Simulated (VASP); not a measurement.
A run of VASP 6.6.1 is set up as follows.

File INCAR:

```
SYSTEM = K
AGGAC = 1.0
AGGAX = 1.0
ALDAC = 0.0
ALDAX = 1.0
ALGO = Normal
EDIFF = 1E-7
ENCUT = 520
GGA = B5
ISIF = 2
ISMEAR = -1
LASPH = .True.
LCHARG = .False.
LREAL = .False.
LWAVE = .False.
NBANDS = 16
NELM = 80
PREC = Accurate
SIGMA = 0.1
```

KPOINTS

```
k-points
0
Gamma
  9 9 5
  0 0 0
```

POSCAR

```
K
1.0
    4.6953767221      0.0000000000      0.0000000000
   -2.3476883611      4.0663155217      0.0000000000
    0.0000000000      0.0000000000      7.6353731396
K
2
Direct
    0.3333333333      0.6666666667      0.2500000000
    0.6666666667      0.3333333333      0.7500000000
```

Potentials or basis: VASP PAW PBE potentials, release 64 (K_sv).

Command:

```bash
$ cat potpaw_PBE.64/K_sv/POTCAR > POTCAR
$ mpirun -np 1 vasp_std > vasp.out
```

**Question.** Predict the pressure.

**Answer.** 0.1 GPa.

**Question.** Estimate the band gap on the k mesh.

**Answer.** Zero (bands 9 and 10 overlap by 2.28 eV).

Caveat: the PAW data sets were made with another functional, which shifts forces and pressure a little.
